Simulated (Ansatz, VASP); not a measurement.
## One calculation of ZnS3, two programs

File INCAR:

```
PREC     = Accurate       # precision mode
ENCUT    = 600            # plane-wave cutoff, eV
EDIFF    = 1E-6           # SCF threshold, eV
ISMEAR   = 0              # smearing method
SIGMA    = 0.1            # smearing width, eV
LREAL    = F              # projectors in reciprocal space
LASPH    = T              # aspherical terms in the spheres
NELM     = 60             # most SCF steps
ALGO     = Normal         # electronic algorithm
ISIF     = 3              # what is computed and relaxed
LWAVE    = F              # write WAVECAR
LCHARG   = F              # write CHGCAR
GGA      = PE             # functional
IBRION   = 2              # ionic algorithm
NSW      = 100            # ionic steps
EDIFFG   = -0.01          # ionic threshold
```

Contents of KPOINTS:

```
regular mesh
0
Gamma
  12 12 12
```

The input POSCAR:

```
ZnS3
1.0
    0.0000000000      3.1808552075      3.1808552075
    3.1808552075      0.0000000000      3.1808552075
    3.1808552075      3.1808552075      0.0000000000
Zn S
1 3
Direct
    0.0000000000      0.0000000000      0.0000000000
    0.5000000000      0.5000000000      0.5000000000
    0.2500000000      0.2500000000      0.2500000000
    0.7500000000      0.7500000000      0.7500000000
```

Input for Ansatz:

```yaml
crystal:
  lattice:
    - [0.0, 3.1808552075, 3.1808552075]
    - [3.1808552075, 0.0, 3.1808552075]
    - [3.1808552075, 3.1808552075, 0.0]
  atoms:
    - { symbol: Zn, position: [0.0, 0.0, 0.0] }
    - { symbol: S, position: [0.5, 0.5, 0.5] }
    - { symbol: S, position: [0.25, 0.25, 0.25] }
    - { symbol: S, position: [0.75, 0.75, 0.75] }
basis:
  ecutwfc: 420
kpoints:
  mp_grid: { grid: [12, 12, 12] }
hamiltonian:
  xc: pbe
scf:
  occupations: { method: gaussian, width: 0.1 }
output:
  forces: true
  stress: true
  eigenvalues: true
  write_density: true
  write_potential: true
  elf: true
  volumetric_format: npy
relax:
  adjacent_minimum: "off"
  f_tol: 0.01
  max_steps: 80
  cell: { stress_tol: 0.05 }
```

Alike in both runs: task relaxation of cell and atoms; functional PBE; k mesh 12 × 12 × 12; occupations gaussian, width 0.1 eV; no spin polarisation.

```csv
,VASP,Ansatz
version,VASP 6.6.1,Ansatz 0.2.0
potentials or method,"VASP PAW PBE potentials, release 64 (Zn, S), cutoff 600 eV","scalar-relativistic, plane waves, PAW"
valence electrons in the cell,30,30
```

|  | VASP | Ansatz | Ansatz less VASP |
| --- | --- | --- | --- |
| gap on the k mesh at the Fermi level, each at its own relaxed structure (eV) | none | none | - |
| relaxed volume (Å³/atom) | 16.09 | 16.09 | 0.000 |
| relaxed cell length with the largest relative difference (Å) | 4.498 | 4.498 | 0.0000 |

A gap of «none» marks a metal or a gap that the smearing closes.

Noted on VASP's run: the relaxation stopped at its first step, so nothing moved.
